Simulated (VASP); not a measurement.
Write the native input for VASP 6.6.1 that does the following.

- Task: single point
- Functional: r2SCAN
- Potentials or basis: VASP PAW PBE potentials, release 64 (Si, Ni)
- Cutoff: 520 eV
- k mesh: 14 × 14 × 14
- Occupations: gaussian, width 0.1 eV
- Spin: no spin polarisation
- Dipole correction: no
- Further INCAR settings: ALGO = Normal; EDIFF = 1e-07; NBANDS = 16

Crystal: Si2Ni.

```xyz
3
Lattice="0.0000 2.6930 2.6930 2.6930 0.0000 2.6930 2.6930 2.6930 0.0000" Properties=species:S:1:pos:R:3 pbc="T T T"
Si    1.3465    1.3465    1.3465
Si    4.0395    4.0395    4.0395
Ni    0.0000    0.0000    0.0000
```

These files were run (other wordings do the same):

POSCAR

```
Si2Ni
1.0
    0.0000000000      2.6930329588      2.6930329588
    2.6930329588      0.0000000000      2.6930329588
    2.6930329588      2.6930329588      0.0000000000
Si Ni
2 1
Direct
    0.2500000000      0.2500000000      0.2500000000
    0.7500000000      0.7500000000      0.7500000000
    0.0000000000      0.0000000000      0.0000000000
```

INCAR.step1

```
PREC = Accurate
ENCUT = 520
ISMEAR = 0
SIGMA = 0.1
LREAL = False
LASPH = True
NELM = 60
NBANDS = 16
GGA = PE
ALGO = Normal
EDIFF = 1E-4
LWAVE = True
LCHARG = False
```

INCAR.step2

```
PREC = Accurate
ENCUT = 520
EDIFF = 1E-7
ISMEAR = 0
SIGMA = 0.1
LREAL = False
LASPH = True
NELM = 60
ALGO = Normal
ISIF = 2
LWAVE = False
LCHARG = False
METAGGA = R2SCAN
LMIXTAU = True
NBANDS = 16
ISTART = 1
```

KPOINTS

```
regular mesh
0
Gamma
  14 14 14
```

Potentials or basis: VASP PAW PBE potentials, release 64 (Si, Ni).

Command:

```bash
$ cat potpaw_PBE.64/Si/POTCAR potpaw_PBE.64/Ni/POTCAR > POTCAR
$ cp INCAR.step1 INCAR
$ mpirun -np 1 vasp_std > vasp.out
$ cp INCAR.step2 INCAR
$ mpirun -np 1 vasp_std > vasp.out
```

Results of the run:

```yaml
Pressure: -0.1 GPa
Band_gap_on_the_k_mesh: zero (bands 9 and 10 overlap by 2.12 eV)
```

Caveat: the PAW data sets were made with another functional, which shifts forces and pressure a little.

Run time: 7.5 min on 1 thread of Intel Xeon 8259CL (shared host), peak memory 0.21 GiB.
